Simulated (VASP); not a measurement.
# WSe2 in VASP: further runs

The runs below take WSe2 through single point, with PBEsol+D3(BJ).

Program: VASP 6.6.1. These are calculated values, not measurements. Logs are shortened: lines on timing, memory, paths and dates and some standing lists are left out, and cuts for length are marked.

### Step 1. The cell of the first run

The typed cell holds 6 atoms: a = 3.250 Å, b = 3.250 Å, c = 12.642 Å, α = 90.00°, β = 90.00°, γ = 120.00°.

### Step 2. Single point, PBEsol+D3(BJ) (19.27 Å³/atom)

Input file INCAR:

```
  PREC = Accurate
  ENCUT = 520
  EDIFF = 1E-6
  ISMEAR = 0
  SIGMA = 0.02
  LREAL = False
  LASPH = True
  NELM = 60
  ALGO = Normal
  ISIF = 2
  LWAVE = False
  LCHARG = False
  GGA = PS
  IVDW = 12
  NBANDS = 35
```

Input file KPOINTS:

```
regular mesh
0
Gamma
  12 12 4
```

Input file POSCAR:

```
WSe2
1.0
    3.2496526538      0.0000000000      0.0000000000
   -1.6248263269      2.8142817517      0.0000000000
    0.0000000000      0.0000000000     12.6421382193
W Se
2 4
Direct
    0.6666666667      0.3333333333      0.2499822901
    0.3333333333      0.6666666667      0.7500177099
    0.3333333333      0.6666666667      0.3827303583
    0.6666666667      0.3333333333      0.8827656120
    0.3333333333      0.6666666667      0.1172343880
    0.6666666667      0.3333333333      0.6172696417
```

Potentials or basis: VASP PAW PBE potentials, release 64 (W_sv, Se).

Command:

```sh
cat potpaw_PBE.64/W_sv/POTCAR potpaw_PBE.64/Se/POTCAR > POTCAR
mpirun -np 1 vasp_std > vasp.out
```

OUTCAR:

```text
PREC = Accurate
   ENCUT = 520
   EDIFF = 1E-6
   ISMEAR = 0
   LREAL = False
   LASPH = True
   NELM = 60
   ISIF = 2
   GGA = PS
   IVDW = 12
 IVDW          = 12

 ion  position               nearest neighbor table
   1  0.667  0.333  0.250-   5 2.52   5 2.52   5 2.52   3 2.52   3 2.52   3 2.52
   2  0.333  0.667  0.750-   4 2.52   4 2.52   4 2.52   6 2.52   6 2.52   6 2.52
   3  0.333  0.667  0.383-   1 2.52   1 2.52   1 2.52
   4  0.667  0.333  0.883-   2 2.52   2 2.52   2 2.52
   5  0.333  0.667  0.117-   1 2.52   1 2.52   1 2.52
   6  0.667  0.333  0.617-   2 2.52   2 2.52   2 2.52

  LATTYP: Found a hexagonal cell.
 ALAT       =     3.2496526538
 C/A-ratio  =     3.8903044621

  Lattice vectors:

 A1 = (   3.2496526538,   0.0000000000,   0.0000000000)
 A2 = (  -1.6248263269,   2.8142817517,   0.0000000000)
 A3 = (   0.0000000000,   0.0000000000,  12.6421382193)

Analysis of symmetry for initial positions (statically):
=====================================================================
 Subroutine PRICEL returns:
 Original cell was already a primitive cell.

 Routine SETGRP: Setting up the symmetry group for a
 hexagonal supercell.

 Subroutine GETGRP returns: Found 12 space group operations
 (whereof 12 operations were pure point group operations)
 out of a pool of 24 trial point group operations.

The static configuration has the point symmetry D_3d.

Analysis of symmetry for dynamics (positions and initial velocities):
=====================================================================
 Subroutine PRICEL returns:
 Original cell was already a primitive cell.

 Routine SETGRP: Setting up the symmetry group for a
 hexagonal supercell.

 Subroutine GETGRP returns: Found 12 space group operations
 (whereof 12 operations were pure point group operations)
 out of a pool of 24 trial point group operations.

The dynamic configuration has the point symmetry D_3d.

 Subroutine INISYM returns: Found 12 space group operations
 (whereof 12 operations are pure point group operations),
 and found     1 'primitive' translations

----------------------------------------------------------------------------------------

                                     Primitive cell

  volume of cell :     115.6179

  direct lattice vectors                    reciprocal lattice vectors
[... 96 lines left out ...]
   LREAL  =      F    real-space projection
   EDIFFG = 0.1E-04   stopping-criterion for IOM
   NSW    =      0    number of steps for IOM
   IBRION =     -1    ionic relax: 0-MD 1-quasi-New 2-CG
   NFREE  =      0    steps in history (QN), initial steepest desc. (CG)
   ISIF   =      2    stress and relaxation
   ISYM   =      2    0-nonsym 1-usesym 2-fastsym
   POTIM  = 0.5000    time-step for ionic-motion
   TEBEG  =    0.0;   TEEND  =   0.0 temperature during run
   PSTRESS=    0.0 pullay stress
   NELECT =      52.0000    total number of electrons
   NUPDOWN=      -1.0000    fix difference up-down
   EMIN   =  10.00;   EMAX   =-10.00  energy-range for DOS
   EFERMI =   0.00;   METHOD = LEGACY
   ISMEAR =     0;   SIGMA  =   0.02  broadening in eV -4-tet -1-fermi 0-gaus
   EFERMI_NEDOS =   21; number of points for ismear=-14 and -15
   IALGO  =     38    algorithm
   IMIX   =      4    mixing-type and parameters
     AMIX     =   0.40;   BMIX     =  1.00
     AMIX_MAG =   1.60;   BMIX_MAG =  1.00
  volume/ion in A,a.u.               =      19.27       130.04
  Fermi-wavevector in a.u.,A,eV,Ry     =   1.254299  2.370281 21.405569  1.573265
  Thomas-Fermi vector in A             =   2.388110
   LORBIT       =      0    0 simple, 1 ext, 2 COOP (PROOUT), +10 PAW based schemes
   GGA     = PS    functional components
   LHFCALC =     F    Hartree Fock is set to
   AEXX    =    0.0000 exact exchange contribution
   IVDW    =    12    specifies the selected vdW correction
   LEPSILON=     F    determine dielectric tensor
   LRPA    =     F    only Hartree local field effects (RPA)
 non-spin polarized calculation
 Gauss-broadening in eV      SIGMA  =   0.02
  energy-cutoff  :      520.00
  volume of cell :      115.62
 maximum number of plane-waves:      3150
   NGX = 13   NGY = 13   NGZ = 47

 number of electron      52.0000004 magnetization

 Free energy of the ion-electron system (eV)
  ---------------------------------------------------
  ext. energy  EPLUGINS =         0.00000000
  ---------------------------------------------------
  free energy    TOTEN  =       -46.50476837 eV

  energy without entropy =      -46.50476837  energy(sigma->0) =      -46.50476837

 E-fermi :   7.0455     XC(G=0): -11.2087

 val. band max:        6.7499856510   @ k =   0.0000   0.0000   0.0000
 cond. band min:       7.5560803492   @ k =   0.1667   0.1667   0.0000
 fundamental gap:      0.8060946982
 Fermi energy:         7.0454569755

 k-point     1 :       0.0000    0.0000    0.0000
  band No.  band energies     occupation
      1     -67.5315      2.00000
      2     -67.5315      2.00000
      3     -31.8136      2.00000
      4     -31.8136      2.00000
      5     -31.6445      2.00000
      6     -31.6445      2.00000
[... 901 lines left out ...]
     34      10.1806      0.00000
     35      13.0515      0.00000

 [... further k-points ...]

------------------------ aborting loop because EDIFF is reached ----------------------------------------

 Edisp (eV)   -2.77048

 E8    (eV) :    -1.8631

  FORCE on cell =-STRESS in cart. coord.  units (eV):
  Direction    XX          YY          ZZ          XY          YZ          ZX
  --------------------------------------------------------------------------------------
  -------------------------------------------------------------------------------------
  Total      -1.01072    -1.01072    -0.88346     0.00000     0.00000     0.00000
  in kB     -14.00602   -14.00602   -12.24254     0.00000     0.00000     0.00000
  external pressure =      -13.42 kB  Pullay stress =        0.00 kB

 VOLUME and BASIS-vectors are now :
 -----------------------------------------------------------------------------
  energy-cutoff  :      520.00
  volume of cell :      115.62
      direct lattice vectors                 reciprocal lattice vectors
     3.249652654  0.000000000  0.000000000     0.307725196  0.177665225  0.000000000
    -1.624826327  2.814281752  0.000000000     0.000000000  0.355330450  0.000000000
     0.000000000  0.000000000 12.642138219     0.000000000  0.000000000  0.079100543

 POSITION                                       TOTAL-FORCE (eV/Angst)
 -----------------------------------------------------------------------------------
      1.62483      0.93809      3.16031        -0.000000      0.000000      0.000200
     -0.00000      1.87619      9.48183         0.000000      0.000000     -0.000200
     -0.00000      1.87619      4.83853        -0.000000     -0.000000      0.062671
      1.62483      0.93809     11.16004         0.000000     -0.000000      0.062281
     -0.00000      1.87619      1.48209        -0.000000      0.000000     -0.062281
      1.62483      0.93809      7.80361         0.000000      0.000000     -0.062671
 -----------------------------------------------------------------------------------
    total drift:                                0.000000     -0.000000     -0.000000

  FREE ENERGIE OF THE ION-ELECTRON SYSTEM (eV)
  ---------------------------------------------------
  free  energy   TOTEN  =       -49.2752459852 eV

  energy  without entropy=      -49.2752459852  energy(sigma->0) =      -49.27524599
```

Run time: 8.4 min. Hardware: 1 thread of AMD EPYC 7R13, shared host; peak memory 0.35 GiB.

What came out:

| Item | Value |
| --- | --- |
| Free energy | -49.2752 eV |
| Pressure | -1.3 GPa |
| Largest force | 0.063 eV/Å |
| Band gap on the k mesh | 0.81 eV (least direct gap 1.62 eV) |
| Dispersion energy per atom | -0.462 eV |

Forces in eV/Å, atoms in the order of the input:
```
W    0.000  0.000  0.000
W    0.000  0.000  0.000
Se   0.000  0.000  0.063
Se   0.000  0.000  0.062
Se   0.000  0.000 -0.062
Se   0.000  0.000 -0.063
```

Stress tensor (GPa, compression positive):
```
-1.40  0.00  0.00
 0.00 -1.40  0.00
 0.00  0.00 -1.22
```

Caveat: the PAW data sets were made with another functional, which shifts forces and pressure a little; spin-orbit coupling is left out, which moves the levels of the heavy elements.

### Step 3. Single point, PBEsol+D3(BJ) (19.83 Å³/atom)

This run uses another cell than the first one, of 19.83 Å³/atom.

Input file INCAR:

```
PREC     = Accurate       # precision mode
ENCUT    = 520            # plane-wave cutoff, eV
EDIFF    = 1E-7           # SCF threshold, eV
ISMEAR   = 0              # smearing method
SIGMA    = 0.02           # smearing width, eV
LREAL    = False          # projectors in reciprocal space
LASPH    = True           # aspherical terms in the spheres
NELM     = 60             # most SCF steps
ALGO     = Normal         # electronic algorithm
ISIF     = 2              # what is computed and relaxed
LWAVE    = False          # write WAVECAR
LCHARG   = True           # write CHGCAR
GGA      = PS             # functional
IVDW     = 12             # dispersion correction
LELF     = True           # ELF
LVHAR    = True         
NBANDS   = 35             # bands
```

Input file KPOINTS:

```
Automatic mesh
0
Gamma
  12 12 4
```

Input file POSCAR:

```
WSe2
1.0
    3.2638323793      0.0000000000      0.0000000000
   -1.6319161896      2.8265617542      0.0000000000
    0.0000000000      0.0000000000     12.8975543756
W Se
2 4
Direct
    0.6666666667      0.3333333333      0.2499969671
    0.3333333333      0.6666666667      0.7500030329
    0.3333333333      0.6666666667      0.3799333646
    0.6666666667      0.3333333333      0.8799396466
    0.3333333333      0.6666666667      0.1200603534
    0.6666666667      0.3333333333      0.6200666354
```

Potentials or basis: VASP PAW PBE potentials, release 64 (W_sv, Se).

Command:

```sh
cat potpaw_PBE.64/W_sv/POTCAR potpaw_PBE.64/Se/POTCAR > POTCAR
mpirun -np 1 vasp_std > vasp.out
```

OUTCAR:

```text
PREC = Accurate
   ENCUT = 520
   EDIFF = 1E-7
   ISMEAR = 0
   LREAL = False
   LASPH = True
   NELM = 60
   ISIF = 2
   GGA = PS
   IVDW = 12
 IVDW          = 12

 ion  position               nearest neighbor table
   1  0.667  0.333  0.250-   3 2.52   3 2.52   3 2.52   5 2.52   5 2.52   5 2.52
   2  0.333  0.667  0.750-   6 2.52   6 2.52   6 2.52   4 2.52   4 2.52   4 2.52
   3  0.333  0.667  0.380-   1 2.52   1 2.52   1 2.52
   4  0.667  0.333  0.880-   2 2.52   2 2.52   2 2.52
   5  0.333  0.667  0.120-   1 2.52   1 2.52   1 2.52
   6  0.667  0.333  0.620-   2 2.52   2 2.52   2 2.52

  LATTYP: Found a hexagonal cell.
 ALAT       =     3.2638323793
 C/A-ratio  =     3.9516595452

  Lattice vectors:

 A1 = (   3.2638323793,   0.0000000000,   0.0000000000)
 A2 = (  -1.6319161896,   2.8265617542,   0.0000000000)
 A3 = (   0.0000000000,   0.0000000000,  12.8975543756)

Analysis of symmetry for initial positions (statically):
=====================================================================
 Subroutine PRICEL returns:
 Original cell was already a primitive cell.

 Routine SETGRP: Setting up the symmetry group for a
 hexagonal supercell.

 Subroutine GETGRP returns: Found 12 space group operations
 (whereof 12 operations were pure point group operations)
 out of a pool of 24 trial point group operations.

The static configuration has the point symmetry D_3d.

Analysis of symmetry for dynamics (positions and initial velocities):
=====================================================================
 Subroutine PRICEL returns:
 Original cell was already a primitive cell.

 Routine SETGRP: Setting up the symmetry group for a
 hexagonal supercell.

 Subroutine GETGRP returns: Found 12 space group operations
 (whereof 12 operations were pure point group operations)
 out of a pool of 24 trial point group operations.

The dynamic configuration has the point symmetry D_3d.
[... 127 lines left out ...]
     AMIX_MAG =   1.60;   BMIX_MAG =  1.00
  volume/ion in A,a.u.               =      19.83       133.83
  Fermi-wavevector in a.u.,A,eV,Ry     =   1.242352  2.347705 20.999761  1.543439
  Thomas-Fermi vector in A             =   2.376710
   LORBIT       =      0    0 simple, 1 ext, 2 COOP (PROOUT), +10 PAW based schemes
   GGA     = PS    functional components
   LHFCALC =     F    Hartree Fock is set to
   AEXX    =    0.0000 exact exchange contribution
   IVDW    =    12    specifies the selected vdW correction
   LEPSILON=     F    determine dielectric tensor
   LRPA    =     F    only Hartree local field effects (RPA)
 non-spin polarized calculation
 Gauss-broadening in eV      SIGMA  =   0.02
  energy-cutoff  :      520.00
  volume of cell :      118.99
 maximum number of plane-waves:      3246
   NGX = 13   NGY = 13   NGZ = 47

 number of electron      51.9999991 magnetization

 Free energy of the ion-electron system (eV)
  ---------------------------------------------------
  ext. energy  EPLUGINS =         0.00000000
  ---------------------------------------------------
  free energy    TOTEN  =       -46.54011127 eV

  energy without entropy =      -46.54011127  energy(sigma->0) =      -46.54011127

 E-fermi :   6.6705     XC(G=0): -11.0288

 val. band max:        6.3579601729   @ k =   0.0000   0.0000   0.0000
 cond. band min:       7.2707605819   @ k =   0.1667   0.1667   0.0000
 fundamental gap:      0.9128004090
 Fermi energy:         6.6704671411

 k-point     1 :       0.0000    0.0000    0.0000
  band No.  band energies     occupation
      1     -67.8832      2.00000
      2     -67.8832      2.00000
      3     -32.1538      2.00000
      4     -32.1538      2.00000
      5     -31.9979      2.00000
      6     -31.9979      2.00000
[... 901 lines left out ...]
     34       9.7928      0.00000
     35      12.5918      0.00000

 [... further k-points ...]

------------------------ aborting loop because EDIFF is reached ----------------------------------------

 Edisp (eV)   -2.68651

 E8    (eV) :    -1.8059

  FORCE on cell =-STRESS in cart. coord.  units (eV):
  Direction    XX          YY          ZZ          XY          YZ          ZX
  --------------------------------------------------------------------------------------
  -------------------------------------------------------------------------------------
  Total      -1.93861    -1.93861    -1.80345    -0.00000     0.00000    -0.00000
  in kB     -26.10402   -26.10402   -24.28404    -0.00000     0.00000    -0.00000
  external pressure =      -25.50 kB  Pullay stress =        0.00 kB

 VOLUME and BASIS-vectors are now :
 -----------------------------------------------------------------------------
  energy-cutoff  :      520.00
  volume of cell :      118.99
      direct lattice vectors                 reciprocal lattice vectors
     3.263832379  0.000000000  0.000000000     0.306388283  0.176893358  0.000000000
    -1.631916190  2.826561754  0.000000000     0.000000000  0.353786716  0.000000000
     0.000000000  0.000000000 12.897554376     0.000000000  0.000000000  0.077534079

 POSITION                                       TOTAL-FORCE (eV/Angst)
 -----------------------------------------------------------------------------------
      1.63192      0.94219      3.22435         0.000000     -0.000000     -0.000024
     -0.00000      1.88437      9.67320        -0.000000      0.000000      0.000024
     -0.00000      1.88437      4.90021        -0.000000     -0.000000      0.062502
      1.63192      0.94219     11.34907         0.000000     -0.000000      0.062420
     -0.00000      1.88437      1.54848        -0.000000      0.000000     -0.062420
      1.63192      0.94219      7.99734         0.000000      0.000000     -0.062502
 -----------------------------------------------------------------------------------
    total drift:                                0.000000     -0.000000      0.000000

  FREE ENERGIE OF THE ION-ELECTRON SYSTEM (eV)
  ---------------------------------------------------
  free  energy   TOTEN  =       -49.2266184767 eV

  energy  without entropy=      -49.2266184767  energy(sigma->0) =      -49.22661848
```

It took 9.7 min on 1 thread of AMD EPYC 7R13, shared host; peak memory 0.36 GiB.

What came out:

```
Free energy                : -49.2266 eV
Pressure                   : -2.5 GPa
Largest force              : 0.063 eV/Å
Band gap on the k mesh     : 0.91 eV (least direct gap 1.60 eV)
Dispersion energy per atom : -0.448 eV
```

Forces on the atoms (eV/Å):
```
W    0.000  0.000  0.000
W    0.000  0.000  0.000
Se   0.000  0.000  0.063
Se   0.000  0.000  0.062
Se   0.000  0.000 -0.062
Se   0.000  0.000 -0.063
```

Stress tensor (GPa, compression positive):
```
-2.61  0.00  0.00
 0.00 -2.61  0.00
 0.00  0.00 -2.43
```

Levels at points of the mesh, in eV from the valence-band top:
```
           k point  band 23  band 24  band 25  band 26  band 27  band 28  band 29  band 30
(0.00, 0.00, 0.00)    -1.44    -1.22    -1.04     0.00     2.72     2.72     2.78     2.78
(0.50, 0.00, 0.00)    -1.47    -1.31    -1.30    -1.03     2.22     2.27     2.32     2.75
(0.00, 0.00, 0.50)    -1.47    -1.47    -0.22    -0.22     2.73     2.73     2.73     2.73
(0.50, 0.00, 0.50)    -1.37    -1.37    -1.16    -1.16     2.24     2.24     2.57     2.57
```

Caveat: the PAW data sets were made with another functional, which shifts forces and pressure a little; spin-orbit coupling is left out, which moves the levels of the heavy elements. A k mesh can miss the band edges.
